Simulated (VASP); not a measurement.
AlN, 2 atoms in the cell. It takes space group F-43m (No. 216, cubic). Conventional cell: a = 4.377 Å, b = 4.377 Å, c = 4.377 Å, α = 90.00°, β = 90.00°, γ = 90.00°. Al (site symmetry -43m) has 4 N at 1.90 Å within 2.5 Å. N (site symmetry -43m) has 4 Al at 1.90 Å within 2.5 Å. 

```yaml
Program: VASP 6.6.1
Task: single point
Functional: PBEsol
Potentials_or_basis: VASP PAW PBE potentials, release 64 (Al, N)
Cutoff: 600 eV
k_mesh: 14 × 14 × 14
Occupations: fermi-dirac, width 0.1 eV
Spin: no spin polarisation
Dipole_correction: no
Further_INCAR_settings: ALGO = Normal; EDIFF = 1e-06; NBANDS = 11
```

Potentials or basis: VASP PAW PBE potentials, release 64 (Al, N).

Run with:

```sh
$ cat potpaw_PBE.64/Al/POTCAR potpaw_PBE.64/N/POTCAR > POTCAR
$ mpirun -np 1 vasp_std > vasp.out
```

Hardware: 1 thread of AMD EPYC 9R45 96-Core Processor (Zen 5), with other jobs on the host.

Problem. How long does it take, and how much memory?

Solution. Run time: 18 s on 1 thread of AMD EPYC 9R45 96-Core Processor (Zen 5), with other jobs on the host, peak memory 0.13 GiB. Counts: scf iterations 11, k points 104.
